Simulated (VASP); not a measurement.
A run of VASP 6.6.1:

File INCAR:

```
PREC     = Accurate       # precision mode
ENCUT    = 520            # plane-wave cutoff, eV
EDIFF    = 1E-7           # SCF threshold, eV
ISMEAR   = -1             # smearing method
SIGMA    = 0.05           # smearing width, eV
LREAL    = False          # projectors in reciprocal space
LASPH    = True           # aspherical terms in the spheres
NELM     = 80             # most SCF steps
ALGO     = Normal         # electronic algorithm
ISIF     = 2              # what is computed and relaxed
LWAVE    = False          # write WAVECAR
LCHARG   = False          # write CHGCAR
GGA      = CA             # functional
NBANDS   = 30             # bands
```

Contents of KPOINTS:

```
Automatic mesh
0
Gamma
  5 5 5
```

The input POSCAR:

```
ZnAg3
1.0
    4.0413130000      0.0000000000      0.0000000000
    0.0000000000      4.0413130000      0.0000000000
    0.0000000000      0.0000000000      4.0413130000
Zn Ag
1 3
Direct
    0.0000000000      0.0000000000      0.0000000000
    0.0000000000      0.5000000000      0.5000000000
    0.5000000000      0.0000000000      0.5000000000
    0.5000000000      0.5000000000      0.0000000000
```

Potentials or basis: VASP PAW LDA potentials, release 64 (Zn, Ag).

Command:

```bash
$ cat potpaw_LDA.64/Zn/POTCAR potpaw_LDA.64/Ag/POTCAR > POTCAR
$ mpirun -np 1 vasp_std > vasp.out
```

Hardware: 1 thread of Intel(R) Xeon(R) Platinum 8488C (Sapphire Rapids) (shared host).

Task: How long does it take, and how much memory?

Result: Wall time 16 s on 1 thread of Intel(R) Xeon(R) Platinum 8488C (Sapphire Rapids) (shared host), peak memory 0.15 GiB. Counts: scf iterations 13, k points 10.
